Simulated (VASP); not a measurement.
Set up this calculation in VASP 6.6.1, as the native input.

| Property | Result |
| --- | --- |
| Task | single point |
| Functional | PBE |
| Potentials or basis | VASP PAW PBE potentials, release 64 (Ir) |
| Cutoff | 520 eV |
| k mesh | 22 × 22 × 22 |
| Occupations | gaussian, width 0.15 eV |
| Spin | no spin polarisation |
| Dipole correction | no |
| Further INCAR settings | ALGO = Normal; EDIFF = 1e-06; NBANDS = 10 |

The structure of Ir lies in POSCAR:

```
Ir
1.0
    0.0000000000      1.9676925000      1.9197000000
    1.9676925000      0.0000000000      1.9197000000
    1.9676925000      1.9676925000      0.0000000000
Ir
1
Direct
    0.0000000000      0.0000000000      0.0000000000
```

This cell differs from its parent crystal: strain +0.025 along x and y, +0.000 along z.

One way to write it, as run:

INCAR

```
SYSTEM = Ir
ALGO = Normal
EDIFF = 1E-6
ENCUT = 520
GGA = PE
ISIF = 2
ISMEAR = 0
LASPH = .True.
LCHARG = .False.
LREAL = .False.
LWAVE = .False.
NBANDS = 10
NELM = 60
PREC = Accurate
SIGMA = 0.15
```

KPOINTS

```
k-points
0
Gamma
  22 22 22
  0 0 0
```

Potentials or basis: VASP PAW PBE potentials, release 64 (Ir).

Command:

```bash
$ cat potpaw_PBE.64/Ir/POTCAR > POTCAR
$ mpirun -np 1 vasp_std > vasp.out
```

Results of the run:

| Property | Result |
| --- | --- |
| Pressure | -7.5 GPa |

Caveat: the cell differs from its parent crystal (strain +0.025 along x and y, +0.000 along z).

Wall time 54 s on 1 thread of Intel(R) Xeon(R) Platinum 8488C (Sapphire Rapids), with other jobs on the host, peak memory 0.24 GiB.
